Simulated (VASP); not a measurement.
# C (Fd-3m) in VASP: notebook

The runs below take C through single point, with LDA.

Everything below comes from runs of VASP 6.6.1. Logs are shortened: lines on timing, memory, paths and dates and some standing lists are left out, and cuts for length are marked.

## 1. The cell of the first run

It takes space group Fd-3m (No. 227, cubic). Conventional cell: a = 3.522 Å, b = 3.522 Å, c = 3.522 Å, α = 90.00°, β = 90.00°, γ = 90.00°. C (site symmetry -43m) has 4 C at 1.52 Å within 2.0 Å.

## 2. Single point, LDA

INCAR reads:

```
PREC = Accurate
ENCUT = 520
EDIFF = 1E-6
ISMEAR = 0
SIGMA = 0.01
LREAL = False
LASPH = True
NELM = 100
ALGO = Normal
ISIF = 2
LWAVE = False
LCHARG = False
GGA = CA
NBANDS = 11
```

KPOINTS reads:

```
regular mesh
0
Gamma
  12 12 12
```

POSCAR reads:

```
C
1.0
    1.7609134856      1.7609134856      0.0000000000
   -1.7609134856      1.7609134856      0.0000000000
    0.0000000000      1.7609134856      1.7609134856
C
2
Direct
    0.5000000000      0.5000000000      0.0000000000
    0.7500000000      0.2500000000      0.5000000000
```

Potentials or basis: VASP PAW LDA potentials, release 64 (C).

On the command line:

```sh
> cat potpaw_LDA.64/C/POTCAR > POTCAR
> mpirun -np 1 vasp_std > vasp.out
```

OUTCAR:

```text
PREC = Accurate
   ENCUT = 520
   EDIFF = 1E-6
   ISMEAR = 0
   LREAL = False
   LASPH = True
   NELM = 100
   ISIF = 2
   GGA = CA

 ion  position               nearest neighbor table
   1  0.500  0.500  0.000-   2 1.52   2 1.52   2 1.52   2 1.52
   2  0.750  0.250  0.500-   1 1.52   1 1.52   1 1.52   1 1.52

  LATTYP: Found a face centered cubic cell.
 ALAT       =     3.5218269712

  Lattice vectors:

 A1 = (   0.0000000000,   1.7609134856,   1.7609134856)
 A2 = (   1.7609134856,   0.0000000000,   1.7609134856)
 A3 = (   1.7609134856,   1.7609134856,   0.0000000000)

Analysis of symmetry for initial positions (statically):
=====================================================================
 Subroutine PRICEL returns:
 Original cell was already a primitive cell.

 Routine SETGRP: Setting up the symmetry group for a
 face centered cubic supercell.

 Subroutine GETGRP returns: Found 48 space group operations
 (whereof 24 operations were pure point group operations)
 out of a pool of 48 trial point group operations.

The static configuration has the point symmetry T_d .
 The point group associated with its full space group is O_h .

Analysis of symmetry for dynamics (positions and initial velocities):
=====================================================================
 Subroutine PRICEL returns:
 Original cell was already a primitive cell.

 Routine SETGRP: Setting up the symmetry group for a
 face centered cubic supercell.

 Subroutine GETGRP returns: Found 48 space group operations
 (whereof 24 operations were pure point group operations)
 out of a pool of 48 trial point group operations.

The dynamic configuration has the point symmetry T_d .
 The point group associated with its full space group is O_h .

 Subroutine INISYM returns: Found 48 space group operations
 (whereof 24 operations are pure point group operations),
 and found     1 'primitive' translations

----------------------------------------------------------------------------------------

                                     Primitive cell

  volume of cell :      10.9205

  direct lattice vectors                    reciprocal lattice vectors
     1.760913486  1.760913486  0.000000000     0.283943535  0.283943535 -0.283943535
    -1.760913486  1.760913486  0.000000000    -0.283943535  0.283943535 -0.283943535
     0.000000000  1.760913486  1.760913486     0.000000000  0.000000000  0.567887070

  length of vectors
[... 84 lines left out ...]
   EDIFFG = 0.1E-04   stopping-criterion for IOM
   NSW    =      0    number of steps for IOM
   IBRION =     -1    ionic relax: 0-MD 1-quasi-New 2-CG
   NFREE  =      0    steps in history (QN), initial steepest desc. (CG)
   ISIF   =      2    stress and relaxation
   ISYM   =      2    0-nonsym 1-usesym 2-fastsym
   POTIM  = 0.5000    time-step for ionic-motion
   TEBEG  =    0.0;   TEEND  =   0.0 temperature during run
   PSTRESS=    0.0 pullay stress
   NELECT =       8.0000    total number of electrons
   NUPDOWN=      -1.0000    fix difference up-down
   EMIN   =  10.00;   EMAX   =-10.00  energy-range for DOS
   EFERMI =   0.00;   METHOD = LEGACY
   ISMEAR =     0;   SIGMA  =   0.01  broadening in eV -4-tet -1-fermi 0-gaus
   EFERMI_NEDOS =   21; number of points for ismear=-14 and -15
   IALGO  =     38    algorithm
   IMIX   =      4    mixing-type and parameters
     AMIX     =   0.40;   BMIX     =  1.00
     AMIX_MAG =   1.60;   BMIX_MAG =  1.00
  volume/ion in A,a.u.               =       5.46        36.85
  Fermi-wavevector in a.u.,A,eV,Ry     =   1.475786  2.788832 29.632744  2.177945
  Thomas-Fermi vector in A             =   2.590393
   LORBIT       =      0    0 simple, 1 ext, 2 COOP (PROOUT), +10 PAW based schemes
   GGA     = CA    functional components
   LHFCALC =     F    Hartree Fock is set to
   AEXX    =    0.0000 exact exchange contribution
   IVDW    =     0    specifies the selected vdW correction
   LEPSILON=     F    determine dielectric tensor
   LRPA    =     F    only Hartree local field effects (RPA)
 non-spin polarized calculation
 Gauss-broadening in eV      SIGMA  =   0.01
  energy-cutoff  :      520.00
  volume of cell :       10.92
 maximum number of plane-waves:       304
   NGX =  9   NGY =  9   NGZ =  9

 number of electron       7.9999998 magnetization

 Free energy of the ion-electron system (eV)
  ---------------------------------------------------
  ext. energy  EPLUGINS =         0.00000000
  ---------------------------------------------------
  free energy    TOTEN  =       -20.24289865 eV

  energy without entropy =      -20.24289865  energy(sigma->0) =      -20.24289865

 E-fermi :  10.3496     XC(G=0): -13.6844

 val. band max:       10.2880217678   @ k =   0.0000   0.0000   0.0000
 cond. band min:      14.5062255227   @ k =  -0.3333   0.3333   0.0000
 fundamental gap:      4.2182037550
 Fermi energy:        10.3495775849

 k-point     1 :       0.0000    0.0000    0.0000
  band No.  band energies     occupation
      1     -11.5436      2.00000
      2      10.2880      2.00000
      3      10.2880      2.00000
      4      10.2880      2.00000
      5      15.9384      0.00000
      6      15.9384      0.00000
      7      15.9384      0.00000
      8      24.7236      0.00000
      9      29.7981      0.00000
     10      37.3469      0.00000
     11      37.3469      0.00000
[... 309 lines left out ...]
 k-point    24 :      -0.4167    0.1667    0.0000
  band No.  band energies     occupation
      1      -7.2515      2.00000
      2       0.3298      2.00000
      3       5.9507      2.00000
      4       6.0900      2.00000
      5      17.0568      0.00000
      6      21.4762      0.00000
      7      21.8642      0.00000
      8      23.1873      0.00000
      9      31.5233      0.00000
     10      33.2562      0.00000
     11      38.0972      0.00000

 [... further k-points ...]
[... 5 lines left out ...]
  --------------------------------------------------------------------------------------
  -------------------------------------------------------------------------------------
  Total        0.3864313      0.3864313      0.3864313      0.0000000      0.0000000      0.0000000
  in kB       56.6942197     56.6942197     56.6942197      0.0000000      0.0000000      0.0000000
  external PRESSURE =      56.6942197 kB  Pullay stress =       0.0000000 kB

 VOLUME and BASIS-vectors are now :
 -----------------------------------------------------------------------------
  energy-cutoff  :      520.00
  volume of cell :       10.92
      direct lattice vectors                 reciprocal lattice vectors
     1.760913486  1.760913486  0.000000000     0.283943535  0.283943535 -0.283943535
    -1.760913486  1.760913486  0.000000000    -0.283943535  0.283943535 -0.283943535
     0.000000000  1.760913486  1.760913486     0.000000000  0.000000000  0.567887070

 POSITION                                       TOTAL-FORCE (eV/Angst)
 -----------------------------------------------------------------------------------
      0.00000      1.76091      0.00000        -0.000000      0.000000      0.000000
      0.88046      2.64137      0.88046         0.000000     -0.000000      0.000000
 -----------------------------------------------------------------------------------
    total drift:                                0.000000     -0.000000      0.000000

  FREE ENERGIE OF THE ION-ELECTRON SYSTEM (eV)
  ---------------------------------------------------
  free  energy   TOTEN  =       -20.2428986493 eV

  energy  without entropy=      -20.2428986493  energy(sigma->0) =      -20.24289865
```

OSZICAR:

```text
N       E                     dE             d eps       ncg     rms          rms(c)
DAV:   1    -0.892671894052E+00   -0.89267E+00   -0.47113E+03  1688   0.698E+02
DAV:   2    -0.207568822660E+02   -0.19864E+02   -0.19226E+02  2081   0.131E+02
DAV:   3    -0.211304516468E+02   -0.37357E+00   -0.37275E+00  1847   0.137E+01
DAV:   4    -0.211310968586E+02   -0.64521E-03   -0.64521E-03  1724   0.714E-01
DAV:   5    -0.211310977024E+02   -0.84383E-06   -0.84381E-06  1799   0.242E-02    0.598E+00
DAV:   6    -0.204719010644E+02    0.65920E+00   -0.35274E-01  1614   0.415E+00    0.347E+00
DAV:   7    -0.202429712921E+02    0.22893E+00   -0.41750E-01  1734   0.452E+00    0.774E-01
DAV:   8    -0.202429135458E+02    0.57746E-04   -0.10198E-02  1659   0.834E-01    0.295E-02
DAV:   9    -0.202428971632E+02    0.16383E-04   -0.37710E-05  1767   0.478E-02    0.211E-02
DAV:  10    -0.202428987261E+02   -0.15628E-05   -0.21993E-06  1726   0.123E-02    0.499E-03
DAV:  11    -0.202428986493E+02    0.76731E-07   -0.91052E-08   852   0.231E-03
   1 F= -.20242899E+02 E0= -.20242899E+02  d E =-.342658E-21
```

stdout:

```text
POSCAR found type information on POSCAR C
 POSCAR found :  1 types and       2 ions
 scaLAPACK will be used
 LDA part: xc-table for (Slater(with rela. corr.)+CA(PZ))
 , standard interpolation
 POSCAR, INCAR and KPOINTS ok, starting setup
 FFT: planning ... GRIDC
 FFT: planning ... GRID_SOFT
 FFT: planning ... GRID
 WAVECAR not read
 entering main loop
```

Run time: 17 s. Hardware: 1 thread of AMD EPYC 7R13, shared host; peak memory 0.08 GiB.

Results:

| Property | Result |
| --- | --- |
| Free energy | -20.2429 eV |
| Pressure | 5.7 GPa |
| Band gap on the k mesh | 4.22 eV, indirect (least direct gap 5.65 eV) |

Levels at points of the mesh, in eV from the valence-band top:
| k point | band 2 | band 3 | band 4 | band 5 | band 6 | band 7 |
| --- | --- | --- | --- | --- | --- | --- |
| (0.00, 0.00, 0.00) | 0.00 | 0.00 | 0.00 | 5.65 | 5.65 | 5.65 |
| (0.50, 0.00, 0.00) | -13.78 | -2.89 | -2.89 | 8.55 | 8.55 | 9.54 |
| (0.50, 0.50, 0.00) | -12.88 | -6.52 | -6.52 | 4.79 | 4.79 | 17.21 |

(Part 1 of 2 ends here.)
